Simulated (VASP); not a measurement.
Set up this calculation in VASP 6.6.1, as the native input.

- Task: single point
- Functional: PBE
- Potentials or basis: VASP PAW PBE potentials, release 64 (Li_sv, Cl)
- Cutoff: 520 eV
- k mesh: 4 × 4 × 4
- Occupations: gaussian, width 0.1 eV
- Spin: no spin polarisation
- Dipole correction: no
- Further INCAR settings: ALGO = Normal; EDIFF = 1e-06; NBANDS = 18

The structure of LiCl lies in POSCAR:

```
LiCl
1.0
    3.5875557162      0.0000000000     -0.3721793157
    0.0000000000      6.0626442207      0.0000000000
   -1.4650589042      0.0000000000      3.2977225571
Li Cl
2 2
Direct
    0.3566411549      0.2499684461      0.7784397612
    0.3566411549      0.7500315539      0.7784397612
    0.6902131248      0.5000000000      0.4497023875
    1.0248503922      0.0000000000      0.1144875363
```

One way to write it, as run:

INCAR

```
SYSTEM = LiCl
ALGO = Normal
EDIFF = 1E-6
ENCUT = 520
GGA = PE
ISIF = 2
ISMEAR = 0
LASPH = .True.
LCHARG = .False.
LREAL = .False.
LWAVE = .False.
NBANDS = 18
NELM = 80
PREC = Accurate
SIGMA = 0.1
```

KPOINTS

```
k-points
0
Gamma
  4 4 4
  0 0 0
```

Potentials or basis: VASP PAW PBE potentials, release 64 (Li_sv, Cl).

Run with:

```sh
$ cat potpaw_PBE.64/Li_sv/POTCAR potpaw_PBE.64/Cl/POTCAR > POTCAR
$ mpirun -np 1 vasp_std > vasp.out
```

Results of the run:

```
Largest force          : 0.014 eV/Å
Band gap on the k mesh : 6.22 eV, direct
```

Caveat: the k points lie up to 0.50 Å⁻¹ apart.

It took 18 s on 1 thread of Intel(R) Xeon(R) 6975P-C (Granite Rapids), with other jobs on the host, peak memory 0.18 GiB.
